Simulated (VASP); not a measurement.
AlNi: single point with r2SCAN

The system is AlNi.

```
Ni Al
1.0
     2.30068   -1.39468    0.00000
     2.30068    1.39468    0.00000
    -1.35645    0.00000    3.88084
Ni Al
1 1
Direct
  0.50000 0.50000 0.50000
  0.00000 0.00000 0.00000
```

```json
{"Program": "VASP 6.6.1", "Task": "single point", "Functional": "r2SCAN", "Potentials or basis": "VASP PAW PBE potentials, release 64 (Ni, Al)", "Cutoff": "520 eV", "k mesh": "11 × 11 × 7", "Occupations": "fermi-dirac, width 0.05 eV", "Spin": "collinear spin, ferromagnetic start", "Starting moments": "[1.0, 0.0] μB", "Dipole correction": "no", "Further INCAR settings": "ALGO = Normal; EDIFF = 1e-07; NBANDS = 18"}
```

The pressure is -3.1 GPa, the net moment is 0.00 μB per cell and the valence electrons inside the program's atomic spheres are Ni 9.40; Al 0.83.

Stress tensor (GPa, compression positive):
```
-2.29  0.00 -0.61
 0.00 -4.27  0.00
-0.61  0.00 -2.59
```

Levels at points of the mesh, in eV from the Fermi level:
Spin up:
| k point | band 3 | band 4 | band 5 | band 6 | band 7 | band 8 | band 9 | band 10 | band 11 | band 12 |
| --- | --- | --- | --- | --- | --- | --- | --- | --- | --- | --- |
| (0.00, 0.00, 0.00) | -1.86 | -1.86 | -1.57 | -1.44 | -1.32 | 2.94 | 14.36 | 14.98 | 15.92 | 16.00 |
Spin down:
| k point | band 5 | band 6 | band 7 | band 8 | band 9 | band 10 |
| --- | --- | --- | --- | --- | --- | --- |
| (0.00, 0.00, 0.00) | -1.57 | -1.44 | -1.32 | 2.94 | 14.36 | 14.98 |

It took 4.2 min on 1 thread of Intel(R) Xeon(R) 6975P-C (Granite Rapids), with other jobs on the host, peak memory 0.27 GiB.

Caveat: the cell stands under tension; the PAW data sets were made with another functional, which shifts forces and pressure a little.
